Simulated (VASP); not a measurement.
Ti4N5, 9 atoms in the cell. The cell holds a slab with vacuum, 9 atoms: a = 2.973 Å, b = 2.973 Å, c = 27.495 Å, α = 90.00°, β = 90.00°, γ = 120.00°. 

* Program: VASP 6.6.1
* Task: single point
* Functional: PBEsol
* Potentials or basis: VASP PAW PBE potentials, release 64 (N, Ti_sv)
* Cutoff: 520 eV
* k mesh: 12 × 12 × 1
* Occupations: gaussian, width 0.1 eV
* Spin: no spin polarisation
* Dipole correction: yes
* Further INCAR settings: ALGO = Normal; EDIFF = 1e-07; NBANDS = 46

Potentials or basis: VASP PAW PBE potentials, release 64 (N, Ti_sv).

Launch:

```sh
$ cat potpaw_PBE.64/N/POTCAR potpaw_PBE.64/Ti_sv/POTCAR > POTCAR
$ mpirun -np 1 vasp_std > vasp.out
```

Hardware: 1 thread of Intel(R) Xeon(R) 6975P-C (Granite Rapids), with other jobs on the host.

Q: Estimate the wall time of this run.

A: Wall time 9.5 min on 1 thread of Intel(R) Xeon(R) 6975P-C (Granite Rapids), on a shared host, peak memory 0.53 GiB. Counts: scf iterations 38, k points 43.
